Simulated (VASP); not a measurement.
# C (I4_1/amd) in VASP: notebook

Aim: see how the results for C move with the level of theory and the settings. Levels: PBE, r2SCAN. Tasks: single point.

Program: VASP 6.6.1. These are calculated values, not measurements. Logs are shortened: lines on timing, memory, paths and dates and some standing lists are left out, and cuts for length are marked.

### 1 The cell of the first run

The structure is tetragonal, space group I4_1/amd (No. 141). The conventional cell has a = 2.517 Å, b = 2.517 Å, c = 3.703 Å, α = 90.00°, β = 90.00°, γ = 90.00°. Within 2.1 Å of C (site symmetry -4m2) lie 4 C at 1.56 Å.

### 2 Single point, PBE (uniaxial z strain +4.0%)

INCAR reads:

```
ALGO = Normal
EDIFF = 1E-6
ENCUT = 520
GGA = PE
ISIF = 2
ISMEAR = -1
LASPH = True
LCHARG = False
LREAL = False
LWAVE = False
NBANDS = 11
NELM = 100
PREC = Accurate
SIGMA = 0.02
```

KPOINTS reads:

```
k-points
0
Gamma
  12 12 12
```

POSCAR reads:

```
C
1.0
    0.0000000000      1.7801241425      1.8513291082
    1.7801241425      0.0000000000      1.8513291082
    1.7801241425      1.7801241425      0.0000000000
C
2
Direct
    0.0000000000      0.0000000000      0.0000000000
    0.2500000000      0.2500000000      0.2500000000
```

Potentials or basis: VASP PAW PBE potentials, release 64 (C).

On the command line:

```sh
> cat potpaw_PBE.64/C/POTCAR > POTCAR
> mpirun -np 1 vasp_std > vasp.out
```

OUTCAR:

```text
EDIFF = 1E-6
   ENCUT = 520
   GGA = PE
   ISIF = 2
   ISMEAR = -1
   LASPH = True
   LREAL = False
   NELM = 100
   PREC = Accurate

 ion  position               nearest neighbor table
   1  0.000  0.000  0.000-   2 1.56   2 1.56   2 1.56   2 1.56
   2  0.250  0.250  0.250-   1 1.56   1 1.56   1 1.56   1 1.56

  LATTYP: Found a body centered tetragonal cell.
 ALAT       =     2.5174757050
 C/A-ratio  =     1.4707821049

  Lattice vectors:

 A1 = (  -1.7801241425,   0.0000000000,   1.8513291082)
 A2 = (   1.7801241425,   0.0000000000,   1.8513291082)
 A3 = (   0.0000000000,   1.7801241425,  -1.8513291082)

Analysis of symmetry for initial positions (statically):
=====================================================================
 Subroutine PRICEL returns:
 Original cell was already a primitive cell.

 Routine SETGRP: Setting up the symmetry group for a
 body centered tetragonal supercell.

 Subroutine GETGRP returns: Found 16 space group operations
 (whereof  8 operations were pure point group operations)
 out of a pool of 16 trial point group operations.

The static configuration has the point symmetry D_2d.
 The point group associated with its full space group is D_4h.

Analysis of symmetry for dynamics (positions and initial velocities):
=====================================================================
 Subroutine PRICEL returns:
 Original cell was already a primitive cell.

 Routine SETGRP: Setting up the symmetry group for a
 body centered tetragonal supercell.

 Subroutine GETGRP returns: Found 16 space group operations
 (whereof  8 operations were pure point group operations)
 out of a pool of 16 trial point group operations.

The dynamic configuration has the point symmetry D_2d.
 The point group associated with its full space group is D_4h.

 Subroutine INISYM returns: Found 16 space group operations
 (whereof  8 operations are pure point group operations),
 and found     1 'primitive' translations

----------------------------------------------------------------------------------------

                                     Primitive cell

  volume of cell :      11.7331

  direct lattice vectors                    reciprocal lattice vectors
     0.000000000  1.780124143  1.851329108    -0.280879287  0.280879287  0.270076238
     1.780124143  0.000000000  1.851329108     0.280879287 -0.280879287  0.270076238
     1.780124143  1.780124143  0.000000000     0.280879287  0.280879287 -0.270076238

  length of vectors
     2.568318794  2.568318794  2.517475705     0.480341047  0.480341047  0.480341047

  position of ions in fractional coordinates (direct lattice)
     0.000000000  0.000000000  0.000000000
     0.250000000  0.250000000  0.250000000

  ion indices of the primitive-cell ions
   primitive index   ion index
                 1           1
                 2           2

----------------------------------------------------------------------------------------

 KPOINTS: k-points

Automatic generation of k-mesh.
 Grid dimensions read from file:
 generate k-points for:   12   12   12

 Generating k-lattice:

  Cartesian coordinates                     Fractional coordinates (reciprocal lattice)
    -0.023406607  0.023406607  0.022506353     0.083333333  0.000000000  0.000000000
     0.023406607 -0.023406607  0.022506353     0.000000000  0.083333333  0.000000000
     0.023406607  0.023406607 -0.022506353     0.000000000  0.000000000  0.083333333

  Length of vectors
     0.040028421  0.040028421  0.040028421

  Shift w.r.t. Gamma in fractional coordinates (k-lattice)
     0.000000000  0.000000000  0.000000000

 Subroutine IBZKPT returns following result:
 ===========================================

 Found    163 irreducible k-points:

 Following reciprocal coordinates:
            Coordinates               Weight
  0.000000  0.000000  0.000000      1.000000
  0.083333  0.000000  0.000000      8.000000
  0.166667  0.000000  0.000000      8.000000
  0.250000  0.000000  0.000000      8.000000
  0.333333  0.000000  0.000000      8.000000
  0.416667  0.000000  0.000000      8.000000
[... 16 lines left out ...]
  0.500000  0.166667  0.000000      8.000000
 -0.416667  0.166667  0.000000      8.000000
 [... further k-points ...]
   k-points           NKPTS =    163   k-points in BZ     NKDIM =    163   number of bands    NBANDS=     11
   number of dos      NEDOS =    301   number of ions     NIONS =      2
   total plane-waves  NPLWV =   8000
   dimension x,y,z NGX =    20 NGY =   20 NGZ =   20
   dimension x,y,z NGXF=    40 NGYF=   40 NGZF=   40
   ions per type =               2
   NGX,Y,Z   is equivalent  to a cutoff of  12.95, 12.95, 13.21 a.u.
   NGXF,Y,Z  is equivalent  to a cutoff of  25.89, 25.89, 26.41 a.u.
 SYSTEM =  unknown system
   PREC   = accura    normal or accurate (medium, high low for compatibility)
   ISTART =      0    job   : 0-new  1-cont  2-samecut
   ICHARG =      2    charge: 1-file 2-atom 10-const
   ISPIN  =      1    spin polarized calculation?
   LNONCOLLINEAR =      F non collinear calculations
   LSORBIT =      F    spin-orbit coupling
   LASPH  =      T    aspherical Exc in radial PAW
   ENCUT  =  520.0 eV  38.22 Ry    6.18 a.u.   4.78  4.78  4.68*2*pi/ulx,y,z
   NELM   =    100;   NELMIN=  2; NELMDL= -5     # of ELM steps
   EDIFF  = 0.1E-05   stopping-criterion for ELM
   LREAL  =      F    real-space projection
   EDIFFG = 0.1E-04   stopping-criterion for IOM
   NSW    =      0    number of steps for IOM
   IBRION =     -1    ionic relax: 0-MD 1-quasi-New 2-CG
   NFREE  =      0    steps in history (QN), initial steepest desc. (CG)
   ISIF   =      2    stress and relaxation
   ISYM   =      2    0-nonsym 1-usesym 2-fastsym
   POTIM  = 0.5000    time-step for ionic-motion
   TEBEG  =    0.0;   TEEND  =   0.0 temperature during run
   PSTRESS=    0.0 pullay stress
   NELECT =       8.0000    total number of electrons
   NUPDOWN=      -1.0000    fix difference up-down
   EMIN   =  10.00;   EMAX   =-10.00  energy-range for DOS
   EFERMI =   0.00;   METHOD = LEGACY
   ISMEAR =    -1;   SIGMA  =   0.02  broadening in eV -4-tet -1-fermi 0-gaus
   EFERMI_NEDOS =   21; number of points for ismear=-14 and -15
   IALGO  =     38    algorithm
   IMIX   =      4    mixing-type and parameters
     AMIX     =   0.40;   BMIX     =  1.00
     AMIX_MAG =   1.60;   BMIX_MAG =  1.00
  volume/ion in A,a.u.               =       5.87        39.59
  Fermi-wavevector in a.u.,A,eV,Ry     =   1.440899  2.722904 28.248264  2.076189
  Thomas-Fermi vector in A             =   2.559591
   LORBIT       =      0    0 simple, 1 ext, 2 COOP (PROOUT), +10 PAW based schemes
   GGA     = PE    functional components
   LHFCALC =     F    Hartree Fock is set to
   AEXX    =    0.0000 exact exchange contribution
   IVDW    =     0    specifies the selected vdW correction
   LEPSILON=     F    determine dielectric tensor
   LRPA    =     F    only Hartree local field effects (RPA)
 non-spin polarized calculation
  energy-cutoff  :      520.00
  volume of cell :       11.73
 maximum number of plane-waves:       334
   NGX =  9   NGY =  9   NGZ =  9

 number of electron       8.0000000 magnetization

 Free energy of the ion-electron system (eV)
  ---------------------------------------------------
  ext. energy  EPLUGINS =         0.00000000
  ---------------------------------------------------
  free energy    TOTEN  =       -18.13968095 eV

  energy without entropy =      -18.13968095  energy(sigma->0) =      -18.13968095

 E-fermi :   9.9179     XC(G=0): -13.0842

 val. band max:        9.4508137180   @ k =   0.0000   0.0000   0.0000
 cond. band min:      13.0433754214   @ k =   0.3333   0.0000   0.3333
 fundamental gap:      3.5925617034
 Fermi energy:         9.9179018409

 k-point     1 :       0.0000    0.0000    0.0000
  band No.  band energies     occupation
      1     -11.7787      2.00000
      2       8.8485      2.00000
      3       9.4508      2.00000
      4       9.4508      2.00000
      5      14.6019      0.00000
      6      14.6019      0.00000
      7      15.0799      0.00000
      8      21.7862      0.00000
      9      28.1334      0.00000
     10      34.2386      0.00000
     11      35.1054      0.00000

 k-point     2 :       0.0833    0.0000    0.0000
  band No.  band energies     occupation
      1     -11.5906      2.00000
      2       7.9812      2.00000
      3       8.8084      2.00000
      4       9.1499      2.00000
      5      15.0185      0.00000
      6      15.0833      0.00000
      7      15.6606      0.00000
      8      21.9769      0.00000
      9      28.4497      0.00000
     10      32.3920      0.00000
     11      34.1002      0.00000

 k-point     3 :       0.1667    0.0000    0.0000
  band No.  band energies     occupation
      1     -11.0288      2.00000
      2       5.5800      2.00000
      3       8.0386      2.00000
      4       8.5020      2.00000
      5      15.8738      0.00000
      6      15.9409      0.00000
      7      16.7067      0.00000
      8      22.5330      0.00000
      9      29.0956      0.00000
     10      31.1173      0.00000
     11      32.3586      0.00000

 k-point     4 :       0.2500    0.0000    0.0000
  band No.  band energies     occupation
      1     -10.1022      2.00000
      2       2.8209      2.00000
      3       7.2900      2.00000
      4       7.8409      2.00000
      5      16.4714      0.00000
      6      16.8484      0.00000
      7      17.5111      0.00000
      8      23.3225      0.00000
      9      29.4441      0.00000
     10      31.0835      0.00000
     11      31.7225      0.00000

 k-point     5 :       0.3333    0.0000    0.0000
  band No.  band energies     occupation
      1      -8.8338      2.00000
      2       0.1107      2.00000
      3       6.6932      2.00000
      4       7.3210      2.00000
      5      16.7423      0.00000
      6      17.4267      0.00000
      7      17.9794      0.00000
      8      24.0675      0.00000
      9      29.6577      0.00000
     10      32.1330      0.00000
     11      32.2795      0.00000
[... 211 lines left out ...]
 k-point    21 :       0.3333    0.1667    0.0000
  band No.  band energies     occupation
      1      -9.1633      2.00000
      2       2.2696      2.00000
      3       5.5598      2.00000
      4       5.8504      2.00000
      5      15.6376      0.00000
      6      19.4760      0.00000
      7      19.8278      0.00000
      8      21.0338      0.00000
      9      28.9768      0.00000
     10      30.2350      0.00000
     11      36.1702      0.00000

 k-point    22 :       0.4167    0.1667    0.0000
  band No.  band energies     occupation
      1      -7.8255      2.00000
      2      -0.1800      2.00000
      3       4.6757      2.00000
      4       5.6685      2.00000
      5      16.2578      0.00000
      6      19.6803      0.00000
      7      20.0437      0.00000
      8      22.0907      0.00000
      9      29.6720      0.00000
     10      30.6322      0.00000
     11      36.2660      0.00000

 k-point    23 :       0.5000    0.1667    0.0000
  band No.  band energies     occupation
      1      -6.2968      2.00000
      2      -2.3626      2.00000
      3       3.9700      2.00000
      4       5.7762      2.00000
      5      16.6809      0.00000
      6      19.7151      0.00000
      7      19.8165      0.00000
      8      23.6287      0.00000
      9      28.8837      0.00000
     10      32.1329      0.00000
     11      35.4048      0.00000

 k-point    24 :      -0.4167    0.1667    0.0000
  band No.  band energies     occupation
      1      -5.7347      2.00000
      2      -3.0336      2.00000
      3       3.5266      2.00000
      4       6.1555      2.00000
      5      17.1484      0.00000
      6      19.3138      0.00000
      7      19.6420      0.00000
      8      24.3688      0.00000
      9      28.5635      0.00000
     10      33.0811      0.00000
     11      33.1432      0.00000

 [... further k-points ...]
[... 5 lines left out ...]
  --------------------------------------------------------------------------------------
  -------------------------------------------------------------------------------------
  Total        0.0455915      0.0455915     -2.6315440      0.0000000      0.0000000      0.0000000
  in kB        6.2255919      6.2255919   -359.3412051      0.0000000      0.0000000      0.0000000
  external PRESSURE =    -115.6300071 kB  Pullay stress =       0.0000000 kB

 VOLUME and BASIS-vectors are now :
 -----------------------------------------------------------------------------
  energy-cutoff  :      520.00
  volume of cell :       11.73
      direct lattice vectors                 reciprocal lattice vectors
     0.000000000  1.780124143  1.851329108    -0.280879287  0.280879287  0.270076238
     1.780124143  0.000000000  1.851329108     0.280879287 -0.280879287  0.270076238
     1.780124143  1.780124143  0.000000000     0.280879287  0.280879287 -0.270076238

 POSITION                                       TOTAL-FORCE (eV/Angst)
 -----------------------------------------------------------------------------------
      0.00000      0.00000      0.00000         0.000000      0.000000     -0.000000
      0.89006      0.89006      0.92566        -0.000000     -0.000000      0.000000
 -----------------------------------------------------------------------------------
    total drift:                                0.000000      0.000000      0.000000

  FREE ENERGIE OF THE ION-ELECTRON SYSTEM (eV)
  ---------------------------------------------------
  free  energy   TOTEN  =       -18.1396809490 eV

  energy  without entropy=      -18.1396809489  energy(sigma->0) =      -18.13968095
```

Run time: 15 s. Hardware: 1 thread of Intel Xeon Platinum 8488C (Sapphire Rapids), shared host; peak memory 0.12 GiB.

What came out:

```yaml
Free_energy: -18.1397 eV
Pressure: -11.6 GPa
Band_gap_on_the_k_mesh: 3.59 eV, indirect (least direct gap 5.15 eV)
```

Caveat: the cell differs from its parent crystal (uniaxial z strain +4.0%). A k mesh can miss the band edges.

### 3 Single point, r2SCAN (uniaxial z strain -4.0%)

POSCAR reads:

```
C
1.0
    0.0000000000      1.7801241425      1.7089191768
    1.7801241425      0.0000000000      1.7089191768
    1.7801241425      1.7801241425      0.0000000000
C
2
Direct
    0.0000000000      0.0000000000      0.0000000000
    0.2500000000      0.2500000000      0.2500000000
```

INCAR.step1 reads:

```
PREC = Accurate
ENCUT = 520
ISMEAR = 0
SIGMA = 0.01
LREAL = F
LASPH = T
NELM = 100
NBANDS = 11
GGA = PE
ALGO = Normal
EDIFF = 1E-4
LWAVE = T
LCHARG = F
```

INCAR.step2 reads:

```
PREC = Accurate
ENCUT = 520
EDIFF = 1E-7
ISMEAR = 0
SIGMA = 0.01
LREAL = F
LASPH = T
NELM = 100
ALGO = Normal
ISIF = 2
LWAVE = F
LCHARG = F
METAGGA = R2SCAN
LMIXTAU = T
NBANDS = 11
ISTART = 1
```

KPOINTS reads:

```
regular mesh
0
Gamma
  12 12 12
```

Potentials or basis: VASP PAW PBE potentials, release 64 (C).

On the command line:

```sh
> cat potpaw_PBE.64/C/POTCAR > POTCAR
> cp INCAR.step1 INCAR
> mpirun -np 1 vasp_std > vasp.out
> cp INCAR.step2 INCAR
> mpirun -np 1 vasp_std > vasp.out
```

Wall time 75 s (1 thread of Intel Xeon Platinum 8488C (Sapphire Rapids), shared host); peak memory 0.13 GiB.

It converged, with:

* Free energy: -19.5881 eV
* Pressure: 21.2 GPa
* Band gap on the k mesh: 3.35 eV, indirect (least direct gap 5.19 eV)

Stress tensor (GPa, compression positive):
```
 7.70  0.00  0.00
 0.00  7.70  0.00
 0.00  0.00 48.13
```

Levels at points of the mesh, in eV from the valence-band top:
| k point | band 1 | band 2 | band 3 | band 4 | band 5 | band 6 | band 7 | band 8 |
| --- | --- | --- | --- | --- | --- | --- | --- | --- |
| (0.00, 0.00, 0.00) | -23.77 | -0.64 | -0.64 | 0.00 | 5.19 | 5.74 | 5.74 | 14.50 |
| (0.50, 0.00, 0.00) | -17.54 | -15.00 | -3.91 | -3.14 | 8.25 | 8.45 | 9.96 | 16.75 |
| (0.50, 0.50, 0.00) | -13.89 | -13.89 | -7.80 | -7.80 | 4.00 | 4.00 | 18.33 | 18.33 |
| (0.50, 0.00, 0.50) | -14.58 | -14.58 | -7.15 | -7.15 | 5.04 | 5.04 | 18.02 | 18.02 |

Caveat: the cell differs from its parent crystal (uniaxial z strain -4.0%); the PAW data sets were made with another functional, which shifts forces and pressure a little.
